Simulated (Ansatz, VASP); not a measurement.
# Be: VASP beside Ansatz

```xyz
4
Lattice="2.8275 0.0000 0.0000 -1.4138 2.4487 0.0000 0.0000 0.0000 4.6655" Properties=species:S:1:pos:R:3 pbc="T T T"
Be    0.0000    1.6325    2.0411
Be    1.4138    0.8162    4.3739
Be    1.4138    0.8162    2.6243
Be    0.0000    1.6325    0.2916
```

Alike in both runs: task single point; functional r2SCAN; k mesh 9 × 9 × 4; occupations gaussian, width 0.1 eV; no spin polarisation.

|  | VASP | Ansatz |
| --- | --- | --- |
| version | VASP 6.6.1 | Ansatz 0.2.0 |
| potentials or method | VASP PAW PBE potentials, release 64 (Be), cutoff 520 eV | scalar-relativistic, plane waves, PAW |
| valence electrons in the cell | 8 | 8 |

```tsv
	VASP	Ansatz	Ansatz less VASP
gap on the k mesh at the Fermi level (eV)	none	none	-
rms of the force components (eV/Å)	0.273	0.273	0.0000
```

VASP's potentials were made for PBE, not for r2SCAN. Atom by atom the forces differ by 0.000 eV/Å (rms over components). A gap of «none» marks a metal or a gap that the smearing closes. The functional is the same, so the differences come from potentials, cutoffs and numerics.
